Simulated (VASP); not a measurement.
Here is a VASP 6.6.1 calculation.

INCAR

```
SYSTEM = MgSnO4
PREC = Accurate
ENCUT = 600
EDIFF = 1E-7
ISMEAR = 0
SIGMA = 0.1
LREAL = .FALSE.
LASPH = .TRUE.
NELM = 100
ALGO = Normal
ISIF = 3
LWAVE = .FALSE.
LCHARG = .FALSE.
GGA = PE
IBRION = 2
NSW = 90
EDIFFG = -0.04
```

File KPOINTS:

```
regular mesh
0
G
  4 4 4
  0 0 0
```

POSCAR

```
MgSnO4
1.0
    0.0000000000      3.5034811700      3.5034811700
    3.5034811700      0.0000000000      3.5034811700
    3.5034811700      3.5034811700      0.0000000000
Mg Sn O
1 1 4
Direct
    0.0000000000      0.0000000000      0.0000000000
    0.7500000000      0.7500000000      0.7500000000
    0.8759250000      0.3746916700      0.3746916700
    0.3746916700      0.3746916700      0.3746916700
    0.3746916700      0.8759250000      0.3746916700
    0.3746916700      0.3746916700      0.8759250000
```

Potentials or basis: VASP PAW PBE potentials, release 64 (Mg, Sn_d, O).

Launch:

```sh
$ cat potpaw_PBE.64/Mg/POTCAR potpaw_PBE.64/Sn_d/POTCAR potpaw_PBE.64/O/POTCAR > POTCAR
$ mpirun -np 1 vasp_std > vasp.out
```

What does it give for the band gap on the k mesh?

Zero (bands 20 and 21 overlap by 0.61 eV).

Estimate the space group after relaxing (to 0.1 Å).

F-43m (No. 216).

What does it give for the relaxed cell?

a = 4.605 Å, b = 4.605 Å, c = 4.605 Å, α = 60.00°, β = 60.00°, γ = 60.00°.

Final structure:
```cif
data_structure
_symmetry_space_group_name_H-M 'P 1'
_symmetry_Int_Tables_number 1
_cell_length_a 4.6049
_cell_length_b 4.6049
_cell_length_c 4.6049
_cell_angle_alpha 60.000
_cell_angle_beta 60.000
_cell_angle_gamma 60.000
_cell_volume 69.05
loop_
_atom_site_label
_atom_site_type_symbol
_atom_site_fract_x
_atom_site_fract_y
_atom_site_fract_z
_atom_site_occupancy
Mg1 Mg 0.00000 0.00000 0.00000 1
Sn1 Sn 0.75000 0.75000 0.75000 1
O1 O 0.87032 0.37656 0.37656 1
O2 O 0.37656 0.37656 0.37656 1
O3 O 0.37656 0.87032 0.37656 1
O4 O 0.37656 0.37656 0.87032 1
```

Caveat: the k points lie up to 0.42 Å⁻¹ apart in the final cell, too coarse for converged energies and pressures of a metal; semilocal functionals underestimate gaps, so a narrow gap can read as zero; spin-orbit coupling is left out, which moves the levels of the heavy elements.
